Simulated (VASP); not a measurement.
Li, 1 atom in the cell. The structure is cubic, space group Im-3m (No. 229). The conventional cell has a = 3.432 Å, b = 3.432 Å, c = 3.432 Å, α = 90.00°, β = 90.00°, γ = 90.00°. Within 3.9 Å of Li (site symmetry m-3m) lie 14 Li at 2.97 to 3.43 Å. 

```yaml
Program: VASP 6.6.1
Task: single point
Functional: PBE
Potentials_or_basis: VASP PAW PBE potentials, release 64 (Li_sv)
Cutoff: 520 eV
k_mesh: 16 × 16 × 16
Occupations: gaussian, width 0.02 eV
Spin: no spin polarisation
Dipole_correction: no
Further_INCAR_settings: ALGO = Normal; EDIFF = 1e-06; NBANDS = 8
```

Potentials or basis: VASP PAW PBE potentials, release 64 (Li_sv).

Run with:

```sh
$ cat potpaw_PBE.64/Li_sv/POTCAR > POTCAR
$ mpirun -np 1 vasp_std > vasp.out
```

Hardware: 1 thread of Intel(R) Xeon(R) 6975P-C (Granite Rapids), with other jobs on the host.

Estimate the wall time of this run.

Run time: 5.3 s on 1 thread of Intel(R) Xeon(R) 6975P-C (Granite Rapids) (shared host), peak memory 0.13 GiB. Counts: scf iterations 11, k points 145.
